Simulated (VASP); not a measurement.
Here is a VASP 6.6.1 calculation.

File INCAR:

```
  ALGO = Normal
  EDIFF = 1E-6
  ENCUT = 520
  GGA = CA
  ISIF = 2
  ISMEAR = -1
  LASPH = T
  LCHARG = T
  LELF = T
  LREAL = F
  LVHAR = T
  LWAVE = F
  NBANDS = 12
  NELM = 60
  PREC = Accurate
  SIGMA = 0.05
```

The input KPOINTS:

```
k-points
0
Gamma
  12 12 12
```

File POSCAR:

```
Li
1.0
    1.5505000000      0.8951800000      7.5883000000
   -1.5505000000      0.8951800000      7.5883000000
    0.0000000000     -1.7903600000      7.5883000000
Li
3
Direct
    0.0000000000      0.0000000000      0.0000000000
    0.2220000000      0.2220000000      0.2220000000
    0.7780000000      0.7780000000      0.7780000000
```

Potentials or basis: VASP PAW LDA potentials, release 64 (Li_sv).

Command:

```bash
$ cat potpaw_LDA.64/Li_sv/POTCAR > POTCAR
$ mpirun -np 1 vasp_std > vasp.out
```

(1) What does it give for the band gap on the k mesh?

(2) Estimate the largest force.

## Answers

(1) zero (an odd number of electrons rules out a gap without spin polarisation).

(2) 0.008 eV/Å.
